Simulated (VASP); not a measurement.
# PbO3 (ReO3 type) (Pm-3m) in VASP: further runs

PbO3 (ReO3 type) is run at these levels: PBE; tasks: single point.

Program: VASP 6.6.1. These are calculated values, not measurements. Logs are shortened: lines on timing, memory, paths and dates and some standing lists are left out, and cuts for length are marked.

### Step 1. The cell of the first run

It takes space group Pm-3m (No. 221, cubic). The conventional cell has a = 4.209 Å, b = 4.209 Å, c = 4.209 Å, α = 90.00°, β = 90.00°, γ = 90.00°. Pb (site symmetry m-3m) has 6 O at 2.10 Å within 2.8 Å. Within 2.8 Å of O (site symmetry 4/mmm) lie 2 Pb at 2.10 Å.

### Step 2. Single point, PBE

The input, INCAR:

```
SYSTEM = PbO3
PREC     = Accurate       ! precision mode
ENCUT    = 520            ! plane-wave cutoff, eV
EDIFF    = 1E-7           ! SCF threshold, eV
ISMEAR   = -1             ! smearing method
SIGMA    = 0.06122561905347299 ! smearing width, eV
LREAL    = .FALSE.        ! projectors in reciprocal space
LASPH    = .TRUE.         ! aspherical terms in the spheres
NELM     = 100            ! most SCF steps
ALGO     = Normal         ! electronic algorithm
ISIF     = 2              ! what is computed and relaxed
LWAVE    = .FALSE.        ! write WAVECAR
LCHARG   = .TRUE.         ! write CHGCAR
GGA      = PE             ! functional
LELF     = .TRUE.         ! ELF
LVHAR    = .TRUE.       
NBANDS   = 24             ! bands
```

The input, KPOINTS:

```
regular mesh
0
G
  13 13 13
  0 0 0
```

The input, POSCAR:

```
PbO3
1.0
    4.2085242832      0.0000000000      0.0000000000
    0.0000000000      4.2085242832      0.0000000000
    0.0000000000      0.0000000000      4.2085242832
Pb O
1 3
Direct
    0.0000000000      0.0000000000      0.0000000000
    0.5000000000      0.0000000000      0.0000000000
    0.0000000000      0.5000000000      0.0000000000
    0.0000000000      0.0000000000      0.5000000000
```

Potentials or basis: VASP PAW PBE potentials, release 64 (Pb_d, O).

Command:

```sh
> cat potpaw_PBE.64/Pb_d/POTCAR potpaw_PBE.64/O/POTCAR > POTCAR
> mpirun -np 1 vasp_std > vasp.out
```

OUTCAR:

```text
SYSTEM = PbO3
   PREC = Accurate
   ENCUT = 520
   EDIFF = 1E-7
   ISMEAR = -1
   LREAL = .FALSE.
   LASPH = .TRUE.
   NELM = 100
   ISIF = 2
   GGA = PE

 ion  position               nearest neighbor table
   1  0.000  0.000  0.000-   2 2.10   3 2.10   4 2.10   4 2.10   3 2.10   2 2.10
   2  0.500  0.000  0.000-   1 2.10   1 2.10
   3  0.000  0.500  0.000-   1 2.10   1 2.10
   4  0.000  0.000  0.500-   1 2.10   1 2.10

  LATTYP: Found a simple cubic cell.
 ALAT       =     4.2085242832

  Lattice vectors:

 A1 = (   4.2085242832,   0.0000000000,   0.0000000000)
 A2 = (   0.0000000000,   4.2085242832,   0.0000000000)
 A3 = (   0.0000000000,   0.0000000000,   4.2085242832)

Analysis of symmetry for initial positions (statically):
=====================================================================
 Subroutine PRICEL returns:
 Original cell was already a primitive cell.

 Routine SETGRP: Setting up the symmetry group for a
 simple cubic supercell.

 Subroutine GETGRP returns: Found 48 space group operations
 (whereof 48 operations were pure point group operations)
 out of a pool of 48 trial point group operations.

The static configuration has the point symmetry O_h .

Analysis of symmetry for dynamics (positions and initial velocities):
=====================================================================
 Subroutine PRICEL returns:
 Original cell was already a primitive cell.

 Routine SETGRP: Setting up the symmetry group for a
 simple cubic supercell.

 Subroutine GETGRP returns: Found 48 space group operations
 (whereof 48 operations were pure point group operations)
 out of a pool of 48 trial point group operations.

The dynamic configuration has the point symmetry O_h .

 Subroutine INISYM returns: Found 48 space group operations
 (whereof 48 operations are pure point group operations),
 and found     1 'primitive' translations

----------------------------------------------------------------------------------------

                                     Primitive cell

  volume of cell :      74.5400

  direct lattice vectors                    reciprocal lattice vectors
     4.208524283  0.000000000  0.000000000     0.237612981  0.000000000  0.000000000
     0.000000000  4.208524283  0.000000000     0.000000000  0.237612981  0.000000000
     0.000000000  0.000000000  4.208524283     0.000000000  0.000000000  0.237612981

  length of vectors
     4.208524283  4.208524283  4.208524283     0.237612981  0.237612981  0.237612981

  position of ions in fractional coordinates (direct lattice)
     0.000000000  0.000000000  0.000000000
     0.500000000  0.000000000  0.000000000
     0.000000000  0.500000000  0.000000000
     0.000000000  0.000000000  0.500000000

  ion indices of the primitive-cell ions
   primitive index   ion index
                 1           1
                 2           2
                 3           3
                 4           4

----------------------------------------------------------------------------------------

 KPOINTS: regular mesh

Automatic generation of k-mesh.
 Grid dimensions read from file:
 generate k-points for:   13   13   13

 Generating k-lattice:

  Cartesian coordinates                     Fractional coordinates (reciprocal lattice)
     0.018277922  0.000000000  0.000000000     0.076923077  0.000000000  0.000000000
     0.000000000  0.018277922  0.000000000     0.000000000  0.076923077  0.000000000
     0.000000000  0.000000000  0.018277922     0.000000000  0.000000000  0.076923077

  Length of vectors
     0.018277922  0.018277922  0.018277922

  Shift w.r.t. Gamma in fractional coordinates (k-lattice)
     0.000000000  0.000000000  0.000000000

 Subroutine IBZKPT returns following result:
 ===========================================

 Found     84 irreducible k-points:

 Following reciprocal coordinates:
            Coordinates               Weight
  0.000000  0.000000  0.000000      1.000000
  0.076923  0.000000  0.000000      6.000000
  0.153846  0.000000  0.000000      6.000000
  0.230769  0.000000  0.000000      6.000000
  0.307692  0.000000  0.000000      6.000000
  0.384615  0.000000  0.000000      6.000000
[... 16 lines left out ...]
  0.307692  0.307692  0.000000     12.000000
  0.384615  0.307692  0.000000     24.000000
 [... further k-points ...]
   k-points           NKPTS =     84   k-points in BZ     NKDIM =     84   number of bands    NBANDS=     24
   number of dos      NEDOS =    301   number of ions     NIONS =      4
   total plane-waves  NPLWV =  32768
   dimension x,y,z NGX =    32 NGY =   32 NGZ =   32
   dimension x,y,z NGXF=    64 NGYF=   64 NGZF=   64
   ions per type =               1   3
   NGX,Y,Z   is equivalent  to a cutoff of  12.64, 12.64, 12.64 a.u.
   NGXF,Y,Z  is equivalent  to a cutoff of  25.28, 25.28, 25.28 a.u.
 SYSTEM =  PbO3
   PREC   = accura    normal or accurate (medium, high low for compatibility)
   ISTART =      0    job   : 0-new  1-cont  2-samecut
   ICHARG =      2    charge: 1-file 2-atom 10-const
   ISPIN  =      1    spin polarized calculation?
   LNONCOLLINEAR =      F non collinear calculations
   LSORBIT =      F    spin-orbit coupling
   LASPH  =      T    aspherical Exc in radial PAW
   ENCUT  =  520.0 eV  38.22 Ry    6.18 a.u.   7.83  7.83  7.83*2*pi/ulx,y,z
   NELM   =    100;   NELMIN=  2; NELMDL= -5     # of ELM steps
   EDIFF  = 0.1E-06   stopping-criterion for ELM
   LREAL  =      F    real-space projection
   EDIFFG = 0.1E-05   stopping-criterion for IOM
   NSW    =      0    number of steps for IOM
   IBRION =     -1    ionic relax: 0-MD 1-quasi-New 2-CG
   NFREE  =      0    steps in history (QN), initial steepest desc. (CG)
   ISIF   =      2    stress and relaxation
   ISYM   =      2    0-nonsym 1-usesym 2-fastsym
   POTIM  = 0.5000    time-step for ionic-motion
   TEBEG  =    0.0;   TEEND  =   0.0 temperature during run
   PSTRESS=    0.0 pullay stress
   NELECT =      32.0000    total number of electrons
   NUPDOWN=      -1.0000    fix difference up-down
   EMIN   =  10.00;   EMAX   =-10.00  energy-range for DOS
   EFERMI =   0.00;   METHOD = LEGACY
   ISMEAR =    -1;   SIGMA  =   0.06  broadening in eV -4-tet -1-fermi 0-gaus
   EFERMI_NEDOS =   21; number of points for ismear=-14 and -15
   IALGO  =     38    algorithm
   IMIX   =      4    mixing-type and parameters
     AMIX     =   0.40;   BMIX     =  1.00
     AMIX_MAG =   1.60;   BMIX_MAG =  1.00
  volume/ion in A,a.u.               =      18.64       125.76
  Fermi-wavevector in a.u.,A,eV,Ry     =   1.234985  2.333783 20.751439  1.525188
  Thomas-Fermi vector in A             =   2.369653
   LORBIT       =      0    0 simple, 1 ext, 2 COOP (PROOUT), +10 PAW based schemes
   GGA     = PE    functional components
   LHFCALC =     F    Hartree Fock is set to
   AEXX    =    0.0000 exact exchange contribution
   IVDW    =     0    specifies the selected vdW correction
   LEPSILON=     F    determine dielectric tensor
   LRPA    =     F    only Hartree local field effects (RPA)
 non-spin polarized calculation
  energy-cutoff  :      520.00
  volume of cell :       74.54
 maximum number of plane-waves:      2025
 NGX is ok and might be reduce to    32
   NGX = 15   NGY = 15   NGZ = 15

 number of electron      31.9999989 magnetization

 Free energy of the ion-electron system (eV)
  ---------------------------------------------------
  ext. energy  EPLUGINS =         0.00000000
  ---------------------------------------------------
  free energy    TOTEN  =       -17.01256511 eV

  energy without entropy =      -16.92740505  energy(sigma->0) =      -16.96998508

 E-fermi :  -0.6130     XC(G=0):  -8.3853

 val. band max:       -0.6238743195   @ k =   0.3077   0.2308   0.1538
 cond. band min:      -0.6083156979   @ k =   0.3077   0.3077   0.2308
 fundamental gap:      0.0155586216
 Fermi energy:        -0.6130042778

 k-point     1 :       0.0000    0.0000    0.0000
  band No.  band energies     occupation
      1     -18.2594      2.00000
      2     -18.2594      2.00000
      3     -18.0476      2.00000
      4     -15.2213      2.00000
      5     -15.2213      2.00000
      6     -15.2213      2.00000
[... 16 lines left out ...]
     23      13.2489      0.00000
     24      13.2489      0.00000

 k-point     2 :       0.0769    0.0000    0.0000
  band No.  band energies     occupation
      1     -18.2591      2.00000
      2     -18.2329      2.00000
      3     -18.0252      2.00000
      4     -15.2237      2.00000
      5     -15.2237      2.00000
      6     -15.2212      2.00000
[... 16 lines left out ...]
     23      13.3153      0.00000
     24      13.4967      0.00000

 k-point     3 :       0.1538    0.0000    0.0000
  band No.  band energies     occupation
      1     -18.2584      2.00000
      2     -18.1841      2.00000
      3     -17.9292      2.00000
      4     -15.2303      2.00000
      5     -15.2303      2.00000
      6     -15.2211      2.00000
[... 16 lines left out ...]
     23      13.5056      0.00000
     24      13.7991      0.00000

 k-point     4 :       0.2308    0.0000    0.0000
  band No.  band energies     occupation
      1     -18.2571      2.00000
      2     -18.1553      2.00000
      3     -17.7248      2.00000
      4     -15.2396      2.00000
      5     -15.2396      2.00000
      6     -15.2209      2.00000
[... 16 lines left out ...]
     23      13.7925      0.00000
     24      13.8005      0.00000

 k-point     5 :       0.3077    0.0000    0.0000
  band No.  band energies     occupation
      1     -18.2559      2.00000
      2     -18.1422      2.00000
      3     -17.4332      2.00000
      4     -15.2494      2.00000
      5     -15.2494      2.00000
      6     -15.2206      2.00000
[... 451 lines left out ...]
 k-point    22 :       0.4615    0.2308    0.0000
  band No.  band energies     occupation
      1     -18.2041      2.00000
      2     -17.7631      2.00000
      3     -16.8316      2.00000
      4     -15.2819      2.00000
      5     -15.2616      2.00000
      6     -15.2386      2.00000
[... 16 lines left out ...]
     23      12.1258      0.00000
     24      13.6997      0.00000

 k-point    23 :       0.3077    0.3077    0.0000
  band No.  band energies     occupation
      1     -18.2031      2.00000
      2     -17.5659      2.00000
      3     -17.3324      2.00000
      4     -15.2792      2.00000
      5     -15.2488      2.00000
      6     -15.2486      2.00000
[... 16 lines left out ...]
     23      12.4110      0.00000
     24      13.6847      0.00000

 k-point    24 :       0.3846    0.3077    0.0000
  band No.  band energies     occupation
      1     -18.2004      2.00000
      2     -17.4819      2.00000
      3     -17.0813      2.00000
      4     -15.2878      2.00000
      5     -15.2568      2.00000
      6     -15.2485      2.00000
[... 16 lines left out ...]
     23      12.4577      0.00000
     24      13.5800      0.00000

 [... further k-points ...]
[... 5 lines left out ...]
  --------------------------------------------------------------------------------------
  -------------------------------------------------------------------------------------
  Total        1.9894030      1.9894030      1.9894030      0.0000000      0.0000000      0.0000000
  in kB       42.7606043     42.7606043     42.7606043      0.0000000      0.0000000      0.0000000
  external PRESSURE =      42.7606043 kB  Pullay stress =       0.0000000 kB

 VOLUME and BASIS-vectors are now :
 -----------------------------------------------------------------------------
  energy-cutoff  :      520.00
  volume of cell :       74.54
      direct lattice vectors                 reciprocal lattice vectors
     4.208524283  0.000000000  0.000000000     0.237612981  0.000000000  0.000000000
     0.000000000  4.208524283  0.000000000     0.000000000  0.237612981  0.000000000
     0.000000000  0.000000000  4.208524283     0.000000000  0.000000000  0.237612981

 POSITION                                       TOTAL-FORCE (eV/Angst)
 -----------------------------------------------------------------------------------
      0.00000      0.00000      0.00000         0.000000      0.000000      0.000000
      2.10426      0.00000      0.00000         0.000000      0.000000      0.000000
      0.00000      2.10426      0.00000         0.000000      0.000000      0.000000
      0.00000      0.00000      2.10426         0.000000      0.000000      0.000000
 -----------------------------------------------------------------------------------
    total drift:                                0.000000      0.000000     -0.000000

  FREE ENERGIE OF THE ION-ELECTRON SYSTEM (eV)
  ---------------------------------------------------
  free  energy   TOTEN  =       -17.0125651089 eV

  energy  without entropy=      -16.9274050482  energy(sigma->0) =      -16.96998508
```

Run time: 2 min. Hardware: 1 thread of Intel Xeon 8259CL, shared host; peak memory 0.26 GiB.

What came out:

```yaml
Free_energy: -17.0126 eV
Pressure: 4.3 GPa
Band_gap_on_the_k_mesh: zero (bands 16 and 17 overlap by 0.75 eV)
```

Caveat: the cell stands under pressure; semilocal functionals underestimate gaps, so a narrow gap can read as zero; spin-orbit coupling is left out, which moves the levels of the heavy elements.

### Step 3. Single point, PBE

This run uses another cell than the first one, of 19.03 Å³/atom.

The input, INCAR:

```
SYSTEM = PbO3
PREC = Accurate
ENCUT = 520
EDIFF = 1E-7
ISMEAR = -1
SIGMA = 0.06122561905347299
LREAL = .FALSE.
LASPH = .TRUE.
NELM = 80
ALGO = Normal
ISIF = 2
LWAVE = .FALSE.
LCHARG = .FALSE.
GGA = PE
NBANDS = 24
```

The input, KPOINTS:

```
Automatic mesh
0
G
  13 13 13
  0 0 0
```

The input, POSCAR:

```
PbO3
1.0
    4.2381627547      0.0000000000      0.0000000000
    0.0000000000      4.2381627547      0.0000000000
    0.0000000000      0.0000000000      4.2381627547
Pb O
1 3
Direct
    0.0000000000      0.0000000000      0.0000000000
    0.5000000000      0.0000000000      0.0000000000
    0.0000000000      0.5000000000      0.0000000000
    0.0000000000      0.0000000000      0.5000000000
```

Potentials or basis: VASP PAW PBE potentials, release 64 (Pb_d, O).

Command:

```sh
> cat potpaw_PBE.64/Pb_d/POTCAR potpaw_PBE.64/O/POTCAR > POTCAR
> mpirun -np 1 vasp_std > vasp.out
```

Run time: 1.8 min. Hardware: 1 thread of Intel Xeon 8259CL, shared host; peak memory 0.27 GiB.

Results (log left out):

```yaml
Free_energy: -17.0486 eV
Pressure: 2.7 GPa
Band_gap_on_the_k_mesh: zero (bands 16 and 17 overlap by 0.73 eV)
```

Levels at points of the mesh, in eV from the Fermi level:
| k point | band 12 | band 13 | band 14 | band 15 | band 16 | band 17 | band 18 | band 19 | band 20 | band 21 |
| --- | --- | --- | --- | --- | --- | --- | --- | --- | --- | --- |
| (0.00, 0.00, 0.00) | -0.84 | -0.45 | -0.45 | -0.45 | -0.34 | -0.34 | -0.34 | 7.85 | 12.93 | 12.93 |

Caveat: semilocal functionals underestimate gaps, so a narrow gap can read as zero; spin-orbit coupling is left out, which moves the levels of the heavy elements.
